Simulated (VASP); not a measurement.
# Si2Mo in VASP: settings compared

Si2Mo is run at these levels: PBEsol+U, PBEsol; tasks: relaxation of cell and atoms, single point.

All numbers are computed with VASP 6.6.1; they aren't measurements. Logs are shortened: lines on timing, memory, paths and dates and some standing lists are left out, and cuts for length are marked.

### 1 The cell of the first run

It takes space group P6_222 (No. 180, hexagonal). The conventional cell has a = 4.585 Å, b = 4.585 Å, c = 6.580 Å, α = 90.00°, β = 90.00°, γ = 120.00°. Within 3.4 Å of Mo (site symmetry 222) lie 10 Si at 2.57 to 2.67 Å and 4 Mo at 3.17 Å. Si (site symmetry 2) has 9 Si at 2.55 to 3.20 Å and 5 Mo at 2.57 to 2.67 Å within 3.4 Å.

### 2 Relaxation of cell and atoms, PBEsol+U

INCAR reads:

```
PREC = Accurate
ENCUT = 500
EDIFF = 1E-7
ISMEAR = -1
SIGMA = 0.05
LREAL = F
LASPH = T
NELM = 200
ALGO = Normal
ISIF = 3
LWAVE = F
LCHARG = F
LMAXMIX = 4
LDAU = T
LDAUTYPE = 2
LDAUL = 2 -1
LDAUU = 1 0
LDAUJ = 0 0
LDAUPRINT = 1
GGA = PS
IBRION = 2
NSW = 60
EDIFFG = -0.01
GGA_COMPAT = F
NELMIN = 4
```

KPOINTS reads:

```
Automatic mesh
0
Gamma
  7 7 4
```

POSCAR reads:

```
Si2Mo
1.0
    4.5854715599      0.0000000000      0.0000000000
   -2.2927357800      3.9711348592      0.0000000000
    0.0000000000      0.0000000000      6.5797601000
Mo Si
3 6
Direct
    0.5000000000      0.5000000000      0.8333333333
    0.0000000000      0.5000000000      0.1666666667
    0.5000000000      0.0000000000      0.5000000000
    0.1638729800      0.3277459600      0.5000000000
    0.6722540400      0.8361270200      0.1666666667
    0.8361270200      0.1638729800      0.8333333333
    0.8361270200      0.6722540400      0.5000000000
    0.3277459600      0.1638729800      0.1666666667
    0.1638729800      0.8361270200      0.8333333333
```

Potentials or basis: VASP PAW PBE potentials, release 64 (Mo_sv, Si).

The run is started by

```bash
$ cat potpaw_PBE.64/Mo_sv/POTCAR potpaw_PBE.64/Si/POTCAR > POTCAR
$ mpirun -np 1 vasp_std > vasp.out
```

OUTCAR:

```text
PREC = Accurate
   ENCUT = 500
   EDIFF = 1E-7
   ISMEAR = -1
   LREAL = F
   LASPH = T
   NELM = 200
   ISIF = 3
   GGA = PS
   IBRION = 2
   NSW = 60
   EDIFFG = -0.01
   NELMIN = 4

 ion  position               nearest neighbor table
   1  0.500  0.500  0.833-   4 2.57   7 2.57   5 2.57   8 2.57   9 2.64   6 2.64   9 2.64   6 2.64
                             6 2.67   9 2.67   3 3.17   3 3.17   2 3.17   2 3.17
   2  0.000  0.500  0.167-   4 2.57   7 2.57   6 2.57   9 2.57   8 2.64   5 2.64   5 2.64   8 2.64
                             5 2.67   8 2.67   3 3.17   3 3.17   1 3.17   1 3.17
   3  0.500  0.000  0.500-   6 2.57   9 2.57   8 2.57   5 2.57   4 2.64   7 2.64   7 2.64   4 2.64
                             4 2.67   7 2.67   2 3.17   2 3.17   1 3.17   1 3.17
   4  0.164  0.328  0.500-   6 2.55   8 2.55   1 2.57   2 2.57   7 2.60   3 2.64   3 2.64   3 2.67
                             7 2.67   7 2.67   5 3.15   9 3.15
   5  0.672  0.836  0.167-   7 2.55   6 2.55   3 2.57   1 2.57   8 2.60   2 2.64   2 2.64   2 2.67
                             8 2.67   8 2.67   4 3.15   9 3.15
   6  0.836  0.164  0.833-   4 2.55   5 2.55   3 2.57   2 2.57   9 2.60   1 2.64   1 2.64   1 2.67
                             9 2.67   9 2.67   7 3.15   8 3.15
   7  0.836  0.672  0.500-   9 2.55   5 2.55   1 2.57   2 2.57   4 2.60   3 2.64   3 2.64   3 2.67
                             4 2.67   4 2.67   8 3.15   6 3.15
   8  0.328  0.164  0.167-   4 2.55   9 2.55   3 2.57   1 2.57   5 2.60   2 2.64   2 2.64   2 2.67
                             5 2.67   5 2.67   7 3.15   6 3.15
   9  0.164  0.836  0.833-   7 2.55   8 2.55   3 2.57   2 2.57   6 2.60   1 2.64   1 2.64   1 2.67
                             6 2.67   6 2.67   4 3.15   5 3.15

  LATTYP: Found a hexagonal cell.
 ALAT       =     4.5854715599
 C/A-ratio  =     1.4349146024

  Lattice vectors:

 A1 = (   4.5854715599,   0.0000000000,   0.0000000000)
 A2 = (  -2.2927357800,   3.9711348592,   0.0000000000)
 A3 = (   0.0000000000,   0.0000000000,   6.5797601000)

Analysis of symmetry for initial positions (statically):
=====================================================================
 Subroutine PRICEL returns:
 Original cell was already a primitive cell.

 Routine SETGRP: Setting up the symmetry group for a
 hexagonal supercell.

 Subroutine GETGRP returns: Found 12 space group operations
 (whereof  4 operations were pure point group operations)
 out of a pool of 24 trial point group operations.

The static configuration has the point symmetry D_2 .
 The point group associated with its full space group is D_6 .

Analysis of symmetry for dynamics (positions and initial velocities):
=====================================================================
 Subroutine PRICEL returns:
 Original cell was already a primitive cell.

 Routine SETGRP: Setting up the symmetry group for a
 hexagonal supercell.

[... 118 lines left out ...]
   EDIFF  = 0.1E-06   stopping-criterion for ELM
   LREAL  =      F    real-space projection
   EDIFFG = -.1E-01   stopping-criterion for IOM
   NSW    =     60    number of steps for IOM
   IBRION =      2    ionic relax: 0-MD 1-quasi-New 2-CG
   NFREE  =      1    steps in history (QN), initial steepest desc. (CG)
   ISIF   =      3    stress and relaxation
   ISYM   =      2    0-nonsym 1-usesym 2-fastsym
   POTIM  = 0.5000    time-step for ionic-motion
   TEBEG  =    0.0;   TEEND  =   0.0 temperature during run
   PSTRESS=    0.0 pullay stress
   NELECT =      66.0000    total number of electrons
   NUPDOWN=      -1.0000    fix difference up-down
   EMIN   =  10.00;   EMAX   =-10.00  energy-range for DOS
   EFERMI =   0.00;   METHOD = LEGACY
   ISMEAR =    -1;   SIGMA  =   0.05  broadening in eV -4-tet -1-fermi 0-gaus
   EFERMI_NEDOS =   21; number of points for ismear=-14 and -15
   IALGO  =     38    algorithm
   IMIX   =      4    mixing-type and parameters
     AMIX     =   0.40;   BMIX     =  1.00
     AMIX_MAG =   1.60;   BMIX_MAG =  1.00
  volume/ion in A,a.u.               =      13.31        89.84
  Fermi-wavevector in a.u.,A,eV,Ry     =   1.342002  2.536017 24.503685  1.800970
  Thomas-Fermi vector in A             =   2.470191
   LORBIT       =      0    0 simple, 1 ext, 2 COOP (PROOUT), +10 PAW based schemes
 LDA+U is selected, type is set to LDAUTYPE =  2
   angular momentum for each species LDAUL =     2   -1
   U (eV)           for each species LDAUU =   1.0  0.0
   J (eV)           for each species LDAUJ =   0.0  0.0
   GGA     = PS    functional components
   LHFCALC =     F    Hartree Fock is set to
   AEXX    =    0.0000 exact exchange contribution
   IVDW    =     0    specifies the selected vdW correction
   LEPSILON=     F    determine dielectric tensor
   LRPA    =     F    only Hartree local field effects (RPA)
 conjugate gradient relaxation of ions
 non-spin polarized calculation
  energy-cutoff  :      500.00
  volume of cell :      119.81
 maximum number of plane-waves:      3101
 NGX is ok and might be reduce to    36
   NGX = 17   NGY = 17   NGZ = 23

--------------------------------------- Ionic step        1  -------------------------------------------

 number of electron      65.9999992 magnetization

 Free energy of the ion-electron system (eV)
  ---------------------------------------------------
  ext. energy  EPLUGINS =         0.00000000
  ---------------------------------------------------
  free energy    TOTEN  =       -71.35257896 eV

  energy without entropy =      -71.35140872  energy(sigma->0) =      -71.35199384

------------------------ aborting loop because EDIFF is reached ----------------------------------------

  FORCE on cell =-STRESS in cart. coord.  units (eV):
  Direction    XX          YY          ZZ          XY          YZ          ZX
  --------------------------------------------------------------------------------------
  -------------------------------------------------------------------------------------
  Total       -0.3978090     -0.3978090     -0.4966854      0.0000000     -0.0000000      0.0000000
  in kB       -5.3195698     -5.3195698     -6.6417609      0.0000000     -0.0000000      0.0000000
  external PRESSURE =      -5.7603002 kB  Pullay stress =       0.0000000 kB
[... 258 lines left out ...]
--------------------------------------- Ionic step        5  -------------------------------------------

 number of electron      65.9999993 magnetization

 Free energy of the ion-electron system (eV)
  ---------------------------------------------------
  ext. energy  EPLUGINS =         0.00000000
  ---------------------------------------------------
  free energy    TOTEN  =       -71.35325436 eV

  energy without entropy =      -71.35208550  energy(sigma->0) =      -71.35266993

 E-fermi :  12.9231     XC(G=0): -12.5565

 val. band max:       12.7614665890   @ k =   0.4286  -0.0000   0.5000
 cond. band min:      13.0828545504   @ k =   0.4286  -0.0000   0.0000
 fundamental gap:      0.3213879615
 Fermi energy:        12.9231415202

 k-point     1 :       0.0000    0.0000    0.0000
  band No.  band energies     occupation
      1     -48.2151      2.00000
      2     -48.1840      2.00000
      3     -48.1840      2.00000
      4     -22.4914      2.00000
      5     -22.4856      2.00000
      6     -22.4856      2.00000
[... 1033 lines left out ...]
  FREE ENERGIE OF THE ION-ELECTRON SYSTEM (eV)
  ---------------------------------------------------
  free  energy   TOTEN  =       -71.3532543558 eV

  energy  without entropy=      -71.3520854989  energy(sigma->0) =      -71.35266993

 reached required accuracy - stopping structural energy minimisation
```

OSZICAR:

```text
N       E                     dE             d eps       ncg     rms          rms(c)
DAV:   1     0.538801685151E+03    0.53880E+03   -0.36230E+04  2008   0.158E+03
DAV:   2    -0.477014642289E+02   -0.58650E+03   -0.57355E+03  2192   0.419E+02
DAV:   3    -0.735899833571E+02   -0.25889E+02   -0.25427E+02  2368   0.758E+01
DAV:   4    -0.741458594970E+02   -0.55588E+00   -0.55154E+00  2297   0.103E+01
[... 41 lines left out ...]
DAV:   1    -0.713532584918E+02   -0.40334E-04   -0.10138E-03  2062   0.154E-01    0.264E-02
DAV:   2    -0.713532555668E+02    0.29250E-05   -0.67704E-05  2229   0.433E-02    0.795E-03
DAV:   3    -0.713532548751E+02    0.69177E-06   -0.22386E-06  2054   0.745E-03    0.475E-03
DAV:   4    -0.713532544334E+02    0.44168E-06   -0.11907E-06  2157   0.527E-03    0.105E-03
DAV:   5    -0.713532543558E+02    0.77604E-07   -0.13921E-07  1520   0.179E-03
   5 F= -.71353254E+02 E0= -.71352670E+02  d E =-.362848E-04
```

CONTCAR:

```text
Si2Mo
   1.00000000000000
     4.5818548414750229    0.0000000000000455   -0.0000000000000000
    -2.2909274207874324    3.9680026891656226   -0.0000000000000000
     0.0000000000000000   -0.0000000000000000    6.5728832722223638
  Mo              Si
     3     6
Direct
     0.5000000000000000    0.5000000000000000    0.8333333332999970
     1.0000000000000000    0.5000000000000000    0.1666666667000030
     0.5000000000000000    0.0000000000000000    0.5000000000000000
     0.1640073020097169    0.3280146040194337    0.5000000000000000
     0.6719853959805664    0.8359926979902832    0.1666666667000030
     0.8359926979902832    0.1640073020097169    0.8333333332999970
     0.8359926979902832    0.6719853959805664    0.5000000000000000
     0.3280146040194337    0.1640073020097169    0.1666666667000030
     0.1640073020097169    0.8359926979902832    0.8333333332999970

  0.00000000E+00  0.00000000E+00  0.00000000E+00
  0.00000000E+00  0.00000000E+00  0.00000000E+00
  0.00000000E+00  0.00000000E+00  0.00000000E+00
  0.00000000E+00  0.00000000E+00  0.00000000E+00
  0.00000000E+00  0.00000000E+00  0.00000000E+00
  0.00000000E+00  0.00000000E+00  0.00000000E+00
  0.00000000E+00  0.00000000E+00  0.00000000E+00
  0.00000000E+00  0.00000000E+00  0.00000000E+00
  0.00000000E+00  0.00000000E+00  0.00000000E+00
```

Wall time 6.4 min (1 thread of Oxide Virtual Turin-like, shared host); peak memory 0.26 GiB.

What came out:

* Free energy: -71.3533 eV
* Relaxed volume: 13.28 Å³/atom
* Relaxed cell: a = 4.582 Å, b = 4.582 Å, c = 6.573 Å, α = 90.00°, β = 90.00°, γ = 120.00°
* Space group after relaxing (to 0.1 Å): P6_222 (No. 180)
* Energy gained by relaxing: 0.1 meV/atom
* Ionic steps: 5
* Pressure after relaxing: 0.0 GPa
* Largest force after relaxing: 0.004 eV/Å
* Band gap on the k mesh: 0.32 eV (least direct gap 0.69 eV)

Forces in eV/Å, atoms in the order of the input:
```
Mo   0.000  0.000  0.000
Mo   0.000  0.000  0.000
Mo   0.000  0.000  0.000
Si   0.000  0.004  0.000
Si  -0.004 -0.002  0.000
Si  -0.004  0.002  0.000
Si   0.000 -0.004  0.000
Si   0.004  0.002  0.000
Si   0.004 -0.002  0.000
```

Step by step:
| step | energy change (eV) | largest force (eV/Å) | pressure (GPa) | volume (Å³) |
| --- | --- | --- | --- | --- |
| 1 | 0.0000 | 0.0231 | -0.58 | 119.81 |
| 2 | 0.0009 | 0.0015 | 0.96 | 118.99 |
| 3 | -0.0006 | 0.0145 | 0.02 | 119.48 |
| 4 | -0.0006 | 0.0147 | 0.01 | 119.49 |
| 5 | -0.0007 | 0.0043 | 0.00 | 119.50 |

Final structure:
```
CELL_PARAMETERS angstrom
4.58185 0.00000 0.00000
-2.29093 3.96800 0.00000
0.00000 0.00000 6.57288
ATOMIC_POSITIONS crystal
Mo 0.50000 0.50000 0.83333
Mo 0.00000 0.50000 0.16667
Mo 0.50000 0.00000 0.50000
Si 0.16401 0.32801 0.50000
Si 0.67199 0.83599 0.16667
Si 0.83599 0.16401 0.83333
Si 0.83599 0.67199 0.50000
Si 0.32801 0.16401 0.16667
Si 0.16401 0.83599 0.83333
```

Eigenvalues of the final occupation matrices:
```
    site  spin  trace               eigenvalues
site 1 d     1   2.14  0.35 0.40 0.44 0.45 0.51
site 1 d     2   2.14  0.35 0.40 0.44 0.45 0.51
site 2 d     1   2.14  0.35 0.40 0.44 0.45 0.51
site 2 d     2   2.14  0.35 0.40 0.44 0.45 0.51
site 3 d     1   2.14  0.35 0.40 0.44 0.45 0.51
site 3 d     2   2.14  0.35 0.40 0.44 0.45 0.51
```

Caveat: the PAW data sets were made with another functional, which shifts forces and pressure a little; the U is typed as a test and isn't derived for this compound. A k mesh can miss the band edges.

[end of part 1 of 2]
